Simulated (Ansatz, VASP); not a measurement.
## One calculation of Ge, two programs

```
Ge
1.0
     1.42178   -2.46332    0.00035
     1.42218    2.46323    0.00029
    -0.00059    0.00007    2.62486
Ge
1
Direct
  0.50000 0.50000 0.00000
```

Change from the starting cell: cell sheared at random, sigma 0.01, atoms nudged by 0.01 Å; relaxed back.

Alike in both runs: functional PBEsol; k mesh 14 × 14 × 12; occupations gaussian, width 0.15 eV; no spin polarisation.

Ansatz relaxed the structure, and its values are those at the end. VASP's run is a single point on that final structure, the one shown.

```csv
,VASP,Ansatz
version,VASP 6.6.1,Ansatz 0.2.0
potentials or method,"VASP PAW PBE potentials, release 64 (Ge_d), cutoff 520 eV","scalar-relativistic, plane waves, PAW"
valence electrons in the cell,14,14
```

Ansatz gave:

| Property | Result |
| --- | --- |
| gap on the k mesh at the Fermi level (eV) | none |
| pressure (GPa) | 0.0 |

**Question.** Estimate VASP's values.

**Answer.** gap on the k mesh at the Fermi level (eV): none; pressure (GPa): -0.1.

VASP's potentials were made for PBE, not for PBEsol. A gap of «none» marks a metal or a gap that the smearing closes.
